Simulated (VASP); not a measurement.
# HfB (I4/mmm) in VASP: notebook, part 2 of 2

VASP 6.6.1. The steps go on from the part before.

## (3) Single point, PBE (biaxial strain in the a-b plane: -3.0 %)

INCAR reads:

```
SYSTEM = HfB
PREC     = Accurate       ! precision mode
ENCUT    = 520            ! plane-wave cutoff, eV
EDIFF    = 1E-6           ! SCF threshold, eV
ISMEAR   = 0              ! smearing method
SIGMA    = 0.1            ! smearing width, eV
LREAL    = .FALSE.        ! projectors in reciprocal space
LASPH    = .TRUE.         ! aspherical terms in the spheres
NELM     = 80             ! most SCF steps
ALGO     = Normal         ! electronic algorithm
ISIF     = 2              ! what is computed and relaxed
LWAVE    = .FALSE.        ! write WAVECAR
LCHARG   = .TRUE.         ! write CHGCAR
GGA      = PE             ! functional
LELF     = .TRUE.         ! ELF
LVHAR    = .TRUE.       
NBANDS   = 21             ! bands
```

KPOINTS reads:

```
regular mesh
0
G
  12 12 10
  0 0 0
```

POSCAR reads:

```
HfB
1.0
    2.3443913554      2.3443913554      0.0000000000
   -2.3443913554      2.3443913554      0.0000000000
    0.0000000000      0.0000000000      4.9208049480
Hf B
2 2
Direct
    0.5000000000      0.5000000000      0.0000000000
    0.0000000000      0.0000000000      0.5000000000
    0.0000000000      0.0000000000      0.0000000000
    0.5000000000      0.5000000000      0.5000000000
```

Potentials or basis: VASP PAW PBE potentials, release 64 (Hf_pv, B).

Command:

```sh
$ cat potpaw_PBE.64/Hf_pv/POTCAR potpaw_PBE.64/B/POTCAR > POTCAR
$ mpirun -np 1 vasp_std > vasp.out
```

OUTCAR:

```text
SYSTEM = HfB
   PREC = Accurate
   ENCUT = 520
   EDIFF = 1E-6
   ISMEAR = 0
   LREAL = .FALSE.
   LASPH = .TRUE.
   NELM = 80
   ISIF = 2
   GGA = PE

 ion  position               nearest neighbor table
   1  0.500  0.500  0.000-   3 2.34   3 2.34   3 2.34   3 2.34   4 2.46   4 2.46   2 3.40   2 3.40
                             2 3.40   2 3.40   2 3.40   2 3.40   2 3.40   2 3.40
   2  0.000  0.000  0.500-   4 2.34   4 2.34   4 2.34   4 2.34   3 2.46   3 2.46   1 3.40   1 3.40
                             1 3.40   1 3.40   1 3.40   1 3.40   1 3.40   1 3.40
   3  0.000  0.000  0.000-   1 2.34   1 2.34   1 2.34   1 2.34   2 2.46   2 2.46
   4  0.500  0.500  0.500-   2 2.34   2 2.34   2 2.34   2 2.34   1 2.46   1 2.46

  LATTYP: Found a simple tetragonal cell.
 ALAT       =     3.3154700503
 C/A-ratio  =     1.4841952644

  Lattice vectors:

 A1 = (   2.3443913554,   2.3443913554,   0.0000000000)
 A2 = (  -2.3443913554,   2.3443913554,   0.0000000000)
 A3 = (   0.0000000000,   0.0000000000,   4.9208049480)

Analysis of symmetry for initial positions (statically):
=====================================================================
 Subroutine PRICEL returns following result:

  LATTYP: Found a body centered tetragonal cell.
 ALAT       =     3.3154700503
 C/A-ratio  =     1.4841952644

  Lattice vectors:

 A1 = (   2.3443913554,   0.0000000000,  -2.4604024740)
 A2 = (  -2.3443913554,   0.0000000000,  -2.4604024740)
 A3 = (   0.0000000000,   2.3443913554,   2.4604024740)

   2 primitive cells build up your supercell.

 Routine SETGRP: Setting up the symmetry group for a
 simple tetragonal supercell.

 Subroutine GETGRP returns: Found 16 space group operations
 (whereof 16 operations were pure point group operations)
 out of a pool of 16 trial point group operations.

The static configuration has the point symmetry D_4h.

Analysis of symmetry for dynamics (positions and initial velocities):
=====================================================================
[... 135 lines left out ...]
   EFERMI =   0.00;   METHOD = LEGACY
   ISMEAR =     0;   SIGMA  =   0.10  broadening in eV -4-tet -1-fermi 0-gaus
   EFERMI_NEDOS =   21; number of points for ismear=-14 and -15
   IALGO  =     38    algorithm
   IMIX   =      4    mixing-type and parameters
     AMIX     =   0.40;   BMIX     =  1.00
     AMIX_MAG =   1.60;   BMIX_MAG =  1.00
  volume/ion in A,a.u.               =      13.52        91.26
  Fermi-wavevector in a.u.,A,eV,Ry     =   1.282401  2.423386 22.375490  1.644552
  Thomas-Fermi vector in A             =   2.414715
   LORBIT       =      0    0 simple, 1 ext, 2 COOP (PROOUT), +10 PAW based schemes
   GGA     = PE    functional components
   LHFCALC =     F    Hartree Fock is set to
   AEXX    =    0.0000 exact exchange contribution
   IVDW    =     0    specifies the selected vdW correction
   LEPSILON=     F    determine dielectric tensor
   LRPA    =     F    only Hartree local field effects (RPA)
 non-spin polarized calculation
 Gauss-broadening in eV      SIGMA  =   0.10
  energy-cutoff  :      520.00
  volume of cell :       54.09
 maximum number of plane-waves:      1488
 NGX is ok and might be reduce to    28
   NGX = 13   NGY = 13   NGZ = 19

 number of electron      25.9999998 magnetization

 Free energy of the ion-electron system (eV)
  ---------------------------------------------------
  ext. energy  EPLUGINS =         0.00000000
  ---------------------------------------------------
  free energy    TOTEN  =       -34.77172318 eV

  energy without entropy =      -34.76284572  energy(sigma->0) =      -34.76728445

 E-fermi :   4.5620     XC(G=0): -11.8629

 val. band max:        4.5293062730   @ k =   0.0833   0.0000   0.5000
 cond. band min:       4.5684598608   @ k =   0.1667   0.0833   0.2000
 fundamental gap:      0.0391535878
 Fermi energy:         4.5619754512

 k-point     1 :       0.0000    0.0000    0.0000
  band No.  band energies     occupation
      1     -24.7181      2.00000
      2     -24.3925      2.00000
      3     -24.3925      2.00000
      4     -24.2620      2.00000
      5     -24.2345      2.00000
      6     -24.2345      2.00000
[... 565 lines left out ...]
     20      11.5075      0.00000
     21      11.8225      0.00000

 [... further k-points ...]
[... 5 lines left out ...]
  --------------------------------------------------------------------------------------
  -------------------------------------------------------------------------------------
  Total        5.0756195      5.0756195     -1.0924993      0.0000000      0.0000000      0.0000000
  in kB      150.3395595    150.3395595    -32.3597678      0.0000000      0.0000000      0.0000000
  external PRESSURE =      89.4397837 kB  Pullay stress =       0.0000000 kB

 VOLUME and BASIS-vectors are now :
 -----------------------------------------------------------------------------
  energy-cutoff  :      520.00
  volume of cell :       54.09
      direct lattice vectors                 reciprocal lattice vectors
     2.344391355  2.344391355  0.000000000     0.213274972  0.213274972  0.000000000
    -2.344391355  2.344391355  0.000000000    -0.213274972  0.213274972  0.000000000
     0.000000000  0.000000000  4.920804948     0.000000000  0.000000000  0.203218784

 POSITION                                       TOTAL-FORCE (eV/Angst)
 -----------------------------------------------------------------------------------
      0.00000      2.34439      0.00000         0.000000      0.000000     -0.000000
      0.00000      0.00000      2.46040         0.000000     -0.000000     -0.000000
      0.00000      0.00000      0.00000        -0.000000      0.000000      0.000000
      0.00000      2.34439      2.46040        -0.000000     -0.000000      0.000000
 -----------------------------------------------------------------------------------
    total drift:                               -0.000000      0.000000     -0.000000

  FREE ENERGIE OF THE ION-ELECTRON SYSTEM (eV)
  ---------------------------------------------------
  free  energy   TOTEN  =       -34.7717231822 eV

  energy  without entropy=      -34.7628457188  energy(sigma->0) =      -34.76728445
```

stdout:

```text
POSCAR found type information on POSCAR HfB
 POSCAR found :  2 types and       4 ions
 scaLAPACK will be used
 LDA part: xc-table for (Slater+PW92), standard interpolation
 POSCAR, INCAR and KPOINTS ok, starting setup
 FFT: planning ... GRIDC
 FFT: planning ... GRID_SOFT
 FFT: planning ... GRID
 WAVECAR not read
 entering main loop
```

It took 65 s on 1 thread of Intel Xeon 6975P-C (Granite Rapids), shared host; peak memory 0.3 GiB.

What came out:

```
Free energy            : -34.7717 eV
Pressure               : 8.9 GPa
Band gap on the k mesh : zero (band 13 reaches 6.84 eV, above the bottom of band 14 at 3.39 eV)
```

Stress tensor (GPa, compression positive):
```
15.03  0.00  0.00
 0.00 15.03  0.00
 0.00  0.00 -3.24
```

Caveat: the cell differs from its parent crystal (biaxial strain in the a-b plane: -3.0 %); spin-orbit coupling is left out, which moves the levels of the heavy elements.

## (4) Single point, PBE (biaxial strain in the a-b plane: -1.5 %, then relaxed in part)

INCAR reads:

```
SYSTEM = HfB
  ALGO = Normal
  EDIFF = 1E-7
  ENCUT = 520
  GGA = PE
  ISIF = 2
  ISMEAR = 0
  LASPH = .True.
  LCHARG = .False.
  LREAL = .False.
  LWAVE = .False.
  NBANDS = 21
  NELM = 80
  PREC = Accurate
  SIGMA = 0.1
```

KPOINTS reads:

```
k-points
0
Gamma
  12 12 10
  0 0 0
```

POSCAR reads:

```
HfB
1.0
    2.3806448299      2.3806448299      0.0000000000
   -2.3806448299      2.3806448299      0.0000000000
    0.0000000000      0.0000000000      4.8567483117
Hf B
2 2
Direct
    0.5000000000      0.5000000000      0.0000000000
    0.0000000000      0.0000000000      0.5000000000
    0.0000000000      0.0000000000      0.0000000000
    0.5000000000      0.5000000000      0.5000000000
```

Command:

```sh
$ cat potpaw_PBE.64/Hf_pv/POTCAR potpaw_PBE.64/B/POTCAR > POTCAR
$ mpirun -np 1 vasp_std > vasp.out
```

It took 60 s on 1 thread of Intel Xeon 6975P-C (Granite Rapids), shared host; peak memory 0.3 GiB.

The run converged. Its results:

```yaml
Free_energy: -34.8943 eV
Pressure: 4.9 GPa
Band_gap_on_the_k_mesh: zero (band 13 reaches 6.55 eV, above the bottom of band 14 at 3.27 eV)
```

Stress tensor (GPa, compression positive):
```
7.22 0.00 0.00
0.00 7.22 0.00
0.00 0.00 0.15
```

Levels at points of the mesh, in eV from the Fermi level:
```tsv
k point	band 11	band 12	band 13	band 14	band 15	band 16	band 17	band 18
(0.00, 0.00, 0.00)	1.93	2.11	2.11	2.15	2.15	3.57	3.67	3.67
(0.50, 0.00, 0.00)	-1.20	-1.20	-0.78	-0.78	4.32	4.32	6.15	6.15
(0.50, 0.50, 0.00)	-0.84	-0.84	1.94	1.94	1.99	1.99	5.54	5.54
(0.00, 0.00, 0.50)	0.29	0.29	1.52	1.52	1.52	1.52	4.64	4.64
(0.50, 0.00, 0.50)	-1.22	-1.22	-1.16	-1.16	5.74	5.74	5.88	5.88
(0.50, 0.50, 0.50)	-1.29	-1.29	-1.18	-1.18	4.79	4.79	4.79	4.79
```

Caveat: the cell differs from its parent crystal (biaxial strain in the a-b plane: -1.5 %, then relaxed in part); spin-orbit coupling is left out, which moves the levels of the heavy elements.

## (5) Overview

```tsv
cell	gap on the mesh (eV)	pressure (GPa)
a = 3.315, b = 3.315, c = 4.878 Å, 4 atoms	none	10.5
a = 3.315, b = 3.315, c = 4.921 Å, 4 atoms	none	8.9
a = 3.367, b = 3.367, c = 4.857 Å, 4 atoms	none	4.9
```

Alike in all rows: task single point; level PBE; potentials or basis VASP PAW PBE potentials, release 64 (Hf_pv, B); no spin polarisation; k mesh 12 × 12 × 10; cutoff (eV) 520; smearing gaussian 0.1 eV.

Caveats: spin-orbit coupling is left out, which moves the levels of the heavy elements.

Absolute energies hang on the potentials; compare differences alone.
